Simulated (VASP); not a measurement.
# SrCl2 in VASP: further runs, part 3 of 3

VASP 6.6.1. Earlier steps stand in the parts before.

## Step 4: Single point, PBE

Contents of INCAR:

```
SYSTEM = SrCl2
  PREC = Accurate
  ENCUT = 520
  EDIFF = 1E-6
  ISMEAR = 0
  SIGMA = 0.05
  LREAL = .FALSE.
  LASPH = .TRUE.
  NELM = 60
  ALGO = Normal
  ISIF = 2
  LWAVE = .FALSE.
  LCHARG = .FALSE.
  GGA = PE
  NBANDS = 19
```

Contents of KPOINTS:

```
Automatic mesh
0
G
  6 6 6
  0 0 0
```

Contents of POSCAR:

```
SrCl2
1.0
    0.0000000000      3.5544185623      3.4488417733
    3.5544185623      0.0000000000      3.4488417733
    3.5544185623      3.5544185623      0.0000000000
Sr Cl
1 2
Direct
    0.0000000000      0.0000000000      0.0000000000
    0.2500000000      0.2500000000      0.2500000000
    0.7500000000      0.7500000000      0.7500000000
```

Potentials or basis: VASP PAW PBE potentials, release 64 (Sr_sv, Cl).

On the command line:

```bash
$ cat potpaw_PBE.64/Sr_sv/POTCAR potpaw_PBE.64/Cl/POTCAR > POTCAR
$ mpirun -np 1 vasp_std > vasp.out
```

OUTCAR:

```text
SYSTEM = SrCl2
   PREC = Accurate
   ENCUT = 520
   EDIFF = 1E-6
   ISMEAR = 0
   LREAL = .FALSE.
   LASPH = .TRUE.
   NELM = 60
   ISIF = 2
   GGA = PE

 ion  position               nearest neighbor table
   1  0.000  0.000  0.000-   3 3.05   3 3.05   3 3.05   2 3.05   2 3.05   2 3.05   3 3.05   2 3.05

   2  0.250  0.250  0.250-   1 3.05   1 3.05   1 3.05   1 3.05
   3  0.750  0.750  0.750-   1 3.05   1 3.05   1 3.05   1 3.05

  LATTYP: Found a body centered tetragonal cell.
 ALAT       =     5.0267069372
 C/A-ratio  =     1.3722072189

  Lattice vectors:

 A1 = (   0.0000000000,  -3.5544185623,  -3.4488417733)
 A2 = (   0.0000000000,   3.5544185623,  -3.4488417733)
 A3 = (   3.5544185623,   0.0000000000,   3.4488417733)

Analysis of symmetry for initial positions (statically):
=====================================================================
 Subroutine PRICEL returns:
 Original cell was already a primitive cell.

 Routine SETGRP: Setting up the symmetry group for a
 body centered tetragonal supercell.

 Subroutine GETGRP returns: Found 16 space group operations
 (whereof 16 operations were pure point group operations)
 out of a pool of 16 trial point group operations.

The static configuration has the point symmetry D_4h.

Analysis of symmetry for dynamics (positions and initial velocities):
=====================================================================
 Subroutine PRICEL returns:
 Original cell was already a primitive cell.

 Routine SETGRP: Setting up the symmetry group for a
 body centered tetragonal supercell.

 Subroutine GETGRP returns: Found 16 space group operations
 (whereof 16 operations were pure point group operations)
 out of a pool of 16 trial point group operations.

The dynamic configuration has the point symmetry D_4h.

 Subroutine INISYM returns: Found 16 space group operations
 (whereof 16 operations are pure point group operations),
 and found     1 'primitive' translations

----------------------------------------------------------------------------------------

                                     Primitive cell

  volume of cell :      87.1446

  direct lattice vectors                    reciprocal lattice vectors
     0.000000000  3.554418562  3.448841773    -0.140669983  0.140669983  0.144976207
     3.554418562  0.000000000  3.448841773     0.140669983 -0.140669983  0.144976207
     3.554418562  3.554418562  0.000000000     0.140669983  0.140669983 -0.144976207

  length of vectors
     4.952615561  4.952615561  5.026706937     0.246158870  0.246158870  0.246158870

  position of ions in fractional coordinates (direct lattice)
     0.000000000  0.000000000  0.000000000
     0.250000000  0.250000000  0.250000000
     0.750000000  0.750000000  0.750000000

  ion indices of the primitive-cell ions
   primitive index   ion index
                 1           1
                 2           2
                 3           3

----------------------------------------------------------------------------------------

 KPOINTS: Automatic mesh

Automatic generation of k-mesh.
 Grid dimensions read from file:
 generate k-points for:    6    6    6

 Generating k-lattice:

  Cartesian coordinates                     Fractional coordinates (reciprocal lattice)
    -0.023444997  0.023444997  0.024162701     0.166666667  0.000000000  0.000000000
     0.023444997 -0.023444997  0.024162701     0.000000000  0.166666667  0.000000000
     0.023444997  0.023444997 -0.024162701    -0.000000000 -0.000000000  0.166666667

  Length of vectors
     0.041026478  0.041026478  0.041026478

  Shift w.r.t. Gamma in fractional coordinates (k-lattice)
     0.000000000  0.000000000  0.000000000

 Subroutine IBZKPT returns following result:
 ===========================================

 Found     30 irreducible k-points:

 Following reciprocal coordinates:
            Coordinates               Weight
  0.000000  0.000000  0.000000      1.000000
  0.166667  0.000000  0.000000      8.000000
  0.333333  0.000000  0.000000      8.000000
  0.500000 -0.000000  0.000000      4.000000
  0.166667  0.166667  0.000000      2.000000
  0.333333  0.166667  0.000000      8.000000
[... 16 lines left out ...]
  0.333333  0.000000  0.333333      4.000000
  0.500000  0.000000  0.333333     16.000000
 [... further k-points ...]
   k-points           NKPTS =     30   k-points in BZ     NKDIM =     30   number of bands    NBANDS=     19
   number of dos      NEDOS =    301   number of ions     NIONS =      3
   total plane-waves  NPLWV =  64000
   dimension x,y,z NGX =    40 NGY =   40 NGZ =   40
   dimension x,y,z NGXF=    80 NGYF=   80 NGZF=   80
   ions per type =               1   2
   NGX,Y,Z   is equivalent  to a cutoff of  13.43, 13.43, 13.23 a.u.
   NGXF,Y,Z  is equivalent  to a cutoff of  26.85, 26.85, 26.46 a.u.
 SYSTEM =  SrCl2
   PREC   = accura    normal or accurate (medium, high low for compatibility)
   ISTART =      0    job   : 0-new  1-cont  2-samecut
   ICHARG =      2    charge: 1-file 2-atom 10-const
   ISPIN  =      1    spin polarized calculation?
   LNONCOLLINEAR =      F non collinear calculations
   LSORBIT =      F    spin-orbit coupling
   LASPH  =      T    aspherical Exc in radial PAW
   ENCUT  =  520.0 eV  38.22 Ry    6.18 a.u.   9.21  9.21  9.35*2*pi/ulx,y,z
   NELM   =     60;   NELMIN=  2; NELMDL= -5     # of ELM steps
   EDIFF  = 0.1E-05   stopping-criterion for ELM
   LREAL  =      F    real-space projection
   EDIFFG = 0.1E-04   stopping-criterion for IOM
   NSW    =      0    number of steps for IOM
   IBRION =     -1    ionic relax: 0-MD 1-quasi-New 2-CG
   NFREE  =      0    steps in history (QN), initial steepest desc. (CG)
   ISIF   =      2    stress and relaxation
   ISYM   =      2    0-nonsym 1-usesym 2-fastsym
   POTIM  = 0.5000    time-step for ionic-motion
   TEBEG  =    0.0;   TEEND  =   0.0 temperature during run
   PSTRESS=    0.0 pullay stress
   NELECT =      24.0000    total number of electrons
   NUPDOWN=      -1.0000    fix difference up-down
   EMIN   =  10.00;   EMAX   =-10.00  energy-range for DOS
   EFERMI =   0.00;   METHOD = LEGACY
   ISMEAR =     0;   SIGMA  =   0.05  broadening in eV -4-tet -1-fermi 0-gaus
   EFERMI_NEDOS =   21; number of points for ismear=-14 and -15
   IALGO  =     38    algorithm
   IMIX   =      4    mixing-type and parameters
     AMIX     =   0.40;   BMIX     =  1.00
     AMIX_MAG =   1.60;   BMIX_MAG =  1.00
  volume/ion in A,a.u.               =      29.05       196.03
  Fermi-wavevector in a.u.,A,eV,Ry     =   1.065120  2.012785 15.435539  1.134480
  Thomas-Fermi vector in A             =   2.200661
   LORBIT       =      0    0 simple, 1 ext, 2 COOP (PROOUT), +10 PAW based schemes
   GGA     = PE    functional components
   LHFCALC =     F    Hartree Fock is set to
   AEXX    =    0.0000 exact exchange contribution
   IVDW    =     0    specifies the selected vdW correction
   LEPSILON=     F    determine dielectric tensor
   LRPA    =     F    only Hartree local field effects (RPA)
 non-spin polarized calculation
 Gauss-broadening in eV      SIGMA  =   0.05
  energy-cutoff  :      520.00
  volume of cell :       87.14
 maximum number of plane-waves:      2392
 NGX is ok and might be reduce to    40
   NGX = 19   NGY = 19   NGZ = 19

 number of electron      24.0000000 magnetization

 Free energy of the ion-electron system (eV)
  ---------------------------------------------------
  ext. energy  EPLUGINS =         0.00000000
  ---------------------------------------------------
  free energy    TOTEN  =       -12.78307295 eV

  energy without entropy =      -12.78307295  energy(sigma->0) =      -12.78307295

 E-fermi :   0.3377     XC(G=0):  -8.1709

 val. band max:        0.1106314017   @ k =   0.5000   0.5000   0.0000
 cond. band min:       5.2008263029   @ k =   0.0000   0.0000   0.0000
 fundamental gap:      5.0901949012
 Fermi energy:         0.3377383813

 k-point     1 :       0.0000    0.0000    0.0000
  band No.  band energies     occupation
      1     -32.9926      2.00000
      2     -14.9788      2.00000
      3     -14.9699      2.00000
      4     -14.9699      2.00000
      5     -13.2399      2.00000
      6     -12.4377      2.00000
[... 11 lines left out ...]
     18       9.0585      0.00000
     19       9.1260      0.00000
[... 485 lines left out ...]
 k-point    24 :       0.5000    0.0000    0.3333
  band No.  band energies     occupation
      1     -32.9894      2.00000
      2     -15.2239      2.00000
      3     -15.0349      2.00000
      4     -14.9970      2.00000
      5     -12.6780      2.00000
      6     -12.6214      2.00000
[... 11 lines left out ...]
     18       8.7789      0.00000
     19       9.6141      0.00000

 [... further k-points ...]
[... 5 lines left out ...]
  --------------------------------------------------------------------------------------
  -------------------------------------------------------------------------------------
  Total       -0.2025562     -0.2025562      0.6190304      0.0000000      0.0000000      0.0000000
  in kB       -3.7240525     -3.7240525     11.3810447      0.0000000      0.0000000      0.0000000
  external PRESSURE =       1.3109799 kB  Pullay stress =       0.0000000 kB

 VOLUME and BASIS-vectors are now :
 -----------------------------------------------------------------------------
  energy-cutoff  :      520.00
  volume of cell :       87.14
      direct lattice vectors                 reciprocal lattice vectors
     0.000000000  3.554418562  3.448841773    -0.140669983  0.140669983  0.144976207
     3.554418562  0.000000000  3.448841773     0.140669983 -0.140669983  0.144976207
     3.554418562  3.554418562  0.000000000     0.140669983  0.140669983 -0.144976207

 POSITION                                       TOTAL-FORCE (eV/Angst)
 -----------------------------------------------------------------------------------
      0.00000      0.00000      0.00000        -0.000000     -0.000000     -0.000000
      1.77721      1.77721      1.72442        -0.000000     -0.000000     -0.000000
      5.33163      5.33163      5.17326         0.000000      0.000000      0.000000
 -----------------------------------------------------------------------------------
    total drift:                               -0.000000     -0.000000      0.000000

  FREE ENERGIE OF THE ION-ELECTRON SYSTEM (eV)
  ---------------------------------------------------
  free  energy   TOTEN  =       -12.7830729533 eV

  energy  without entropy=      -12.7830729533  energy(sigma->0) =      -12.78307295
```

Wall time 86 s (1 thread of Intel Xeon Platinum 8488C (Sapphire Rapids), shared host); peak memory 0.24 GiB.

Results:

* Free energy: -12.7831 eV
* Pressure: 0.1 GPa
* Band gap on the k mesh: 5.09 eV, indirect (least direct gap 5.38 eV)

Stress tensor (GPa, compression positive):
```
-0.37  0.00  0.00
 0.00 -0.37  0.00
 0.00  0.00  1.14
```

Levels at points of the mesh, in eV from the valence-band top:
```tsv
k point	band 8	band 9	band 10	band 11	band 12	band 13	band 14	band 15	band 16	band 17
(0.00, 0.00, 0.00)	-2.13	-2.13	-0.52	-0.52	-0.30	5.09	5.88	6.10	8.82	8.82
(0.50, 0.00, 0.00)	-1.61	-1.55	-1.40	-1.15	-1.12	6.53	6.58	7.28	7.70	8.36
(0.50, 0.50, 0.00)	-1.94	-1.94	-0.55	-0.55	0.00	5.38	6.98	7.40	7.90	7.90
(0.50, 0.00, 0.50)	-2.00	-1.88	-0.61	-0.35	-0.18	5.38	6.77	7.41	7.71	7.78
```

Caveat: the cell differs from its parent crystal (strain +e along x and -e along y +0.0000, strain +e along z and -e/2 along x and y -0.0200).

## Step 5: Single point, PBE

Contents of INCAR:

```
SYSTEM = SrCl2
ALGO = Normal ; EDIFF = 1E-6
ENCUT = 520 ; GGA = PE
ISIF = 2 ; ISMEAR = 0
LASPH = .TRUE. ; LCHARG = .FALSE.
LREAL = .FALSE. ; LWAVE = .FALSE.
NBANDS = 19 ; NELM = 60
PREC = Accurate ; SIGMA = 0.05
```

Contents of KPOINTS:

```
k-points
0
G
  6 6 6
  0 0 0
```

Contents of POSCAR:

```
SrCl2
1.0
    0.0000000000      3.6599953513      3.4488417733
    3.4488417733      0.0000000000      3.4488417733
    3.4488417733      3.6599953513      0.0000000000
Sr Cl
1 2
Direct
    0.0000000000      0.0000000000      0.0000000000
    0.2500000000      0.2500000000      0.2500000000
    0.7500000000      0.7500000000      0.7500000000
```

On the command line:

```bash
$ cat potpaw_PBE.64/Sr_sv/POTCAR potpaw_PBE.64/Cl/POTCAR > POTCAR
$ mpirun -np 1 vasp_std > vasp.out
```

Wall time 78 s (1 thread of Intel Xeon Platinum 8488C (Sapphire Rapids), shared host); peak memory 0.24 GiB.

It converged, with:

| Item | Value |
| --- | --- |
| Free energy | -12.7598 eV |
| Pressure | 0.2 GPa |
| Band gap on the k mesh | 5.00 eV, indirect (least direct gap 5.30 eV) |

Stress tensor (GPa, compression positive):
```
 1.15  0.00  0.00
 0.00 -1.77  0.00
 0.00  0.00  1.15
```

Levels at points of the mesh, in eV from the valence-band top:
```tsv
k point	band 9	band 10	band 11	band 12	band 13	band 14	band 15	band 16
(0.00, 0.00, 0.00)	-2.06	-0.73	-0.31	-0.31	5.00	5.88	6.15	8.71
(0.50, 0.00, 0.00)	-1.55	-1.41	-1.16	-1.12	6.50	6.58	7.24	7.67
(0.50, 0.50, 0.00)	-1.85	-0.79	-0.30	0.00	5.35	6.97	7.41	7.82
(0.50, 0.00, 0.50)	-1.95	-0.41	-0.41	-0.34	5.37	6.54	7.40	7.58
```

Caveat: the cell differs from its parent crystal (strain +e along x and -e along y -0.0300, strain +e along z and -e/2 along x and y -0.0200). A k mesh can miss the band edges.

## Step 6: Single point, PBE

Contents of INCAR:

```
PREC = Accurate
ENCUT = 520
EDIFF = 1E-6
ISMEAR = 0
SIGMA = 0.05
LREAL = F
LASPH = T
NELM = 60
ALGO = Normal
ISIF = 2
LWAVE = F
LCHARG = F
GGA = PE
NBANDS = 19
```

Contents of KPOINTS:

```
Automatic mesh
0
Gamma
  6 6 6
```

Contents of POSCAR:

```
SrCl2
1.0
    0.0000000000      3.5720146938      3.4136495103
    3.5720146938      0.0000000000      3.4136495103
    3.5720146938      3.5720146938      0.0000000000
Sr Cl
1 2
Direct
    0.0000000000      0.0000000000      0.0000000000
    0.2500000000      0.2500000000      0.2500000000
    0.7500000000      0.7500000000      0.7500000000
```

Potentials or basis: VASP PAW PBE potentials, release 64 (Sr_sv, Cl).

On the command line:

```bash
$ cat potpaw_PBE.64/Sr_sv/POTCAR potpaw_PBE.64/Cl/POTCAR > POTCAR
$ mpirun -np 1 vasp_std > vasp.out
```

Run time: 84 s. Hardware: 1 thread of Intel Xeon Platinum 8488C (Sapphire Rapids), shared host; peak memory 0.25 GiB.

Results (log left out):

```
Free energy            : -12.7726 eV
Pressure               : 0.2 GPa
Band gap on the k mesh : 5.00 eV, indirect (least direct gap 5.28 eV)
```

Stress tensor (GPa, compression positive):
```
-0.61  0.00  0.00
 0.00 -0.61  0.00
 0.00  0.00  1.68
```

Levels at points of the mesh, in eV from the valence-band top:
| k point | band 10 | band 11 | band 12 | band 13 | band 14 | band 15 |
| --- | --- | --- | --- | --- | --- | --- |
| (0.00, 0.00, 0.00) | -0.63 | -0.63 | -0.28 | 5.00 | 5.76 | 6.10 |
| (0.50, 0.00, 0.00) | -1.46 | -1.22 | -1.18 | 6.45 | 6.53 | 7.19 |
| (0.50, 0.50, 0.00) | -0.64 | -0.64 | 0.00 | 5.31 | 6.98 | 7.33 |
| (0.50, 0.00, 0.50) | -0.73 | -0.34 | -0.27 | 5.31 | 6.66 | 7.35 |

Caveat: the cell differs from its parent crystal (strain +e along x and -e along y +0.0000, strain +e along z and -e/2 along x and y -0.0300).

## Step 7: Summary

```tsv
cell	gap on the mesh (eV)	pressure (GPa)
a = 5.089, b = 4.943, c = 4.905 Å, angles 62.2, 59.3, 58.5°, 3 atoms	4.83	0.2
a = 5.064, b = 4.916, c = 4.954 Å, angles 61.7, 58.8, 59.5°, 3 atoms	4.94	0.2
a = 4.953, b = 4.953, c = 5.027 Å, angles 59.5, 59.5, 61.0°, 3 atoms	5.09	0.1
a = 5.029, b = 4.877 Å, angles 61.0, 58.0, 61.0°, 3 atoms	5.00	0.2
a = 4.941, b = 4.941, c = 5.052 Å, angles 59.3, 59.3, 61.5°, 3 atoms	5.00	0.2
```

Alike in all rows: task single point; level PBE; potentials or basis VASP PAW PBE potentials, release 64 (Sr_sv, Cl); no spin polarisation; k mesh 6 × 6 × 6; cutoff (eV) 520; smearing gaussian 0.05 eV.

Total energies depend on the potentials used, so only differences within one code and one set of settings carry meaning.
